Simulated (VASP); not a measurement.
Runs of VASP 6.6.1 on BeZn2Se3. The structure is that of space group P6/mmm (No. 191), or close to it. The cells are those of the table. The cell was built from a structure type or drawn by symmetry, and may not be a known phase.

```csv
task,cell,k mesh,cutoff (eV),gap on the mesh (eV),pressure (GPa),relaxed volume (Å³/atom)
single point,"a = 7.685, b = 7.685, c = 2.897 Å, angles 90.0, 90.0, 120.0°, 6 atoms",6 × 6 × 10,520,none,0.1,-
single point,"a = 5.957, b = 5.957, c = 3.453 Å, angles 90.0, 90.0, 120.0°, 6 atoms",3 × 3 × 6,520,none,(a),-
single point,"a = 6.465, b = 6.465, c = 3.758 Å, angles 90.0, 90.0, 120.0°, 6 atoms",3 × 3 × 6,520,none,-0.1,-
relaxation of cell and atoms,"relaxed from a = 5.957, b = 5.957, c = 3.453 Å, angles 90.0, 90.0, 120.0°, 6 atoms",3 × 3 × 6,600,none,-0.1,22.68
relaxation of cell and atoms,"relaxed from a = 6.465, b = 6.465, c = 3.758 Å, angles 90.0, 90.0, 120.0°, 6 atoms",6 × 6 × 10,600,none,0.0,24.73
```

Alike in all rows: level PBE; potentials or basis VASP PAW PBE potentials, release 64 (Be, Zn, Se); no spin polarisation; smearing gaussian 0.1 eV.

Task: Estimate the missing entries.

Result: (a) 21.4.

Caveats: some runs use coarse meshes; semilocal functionals underestimate gaps, so a narrow gap can read as zero (at least some runs); the volume moved by over 15 % at a fixed basis, so the end points are rough (at least some runs); a cell axis changed by over 15 % at a fixed basis, so the end point is rough (at least some runs).

A k mesh can miss the band edges, and the runs leave out spin-orbit coupling on Se.

A gap of «none» marks levels without a gap at the run's occupations.
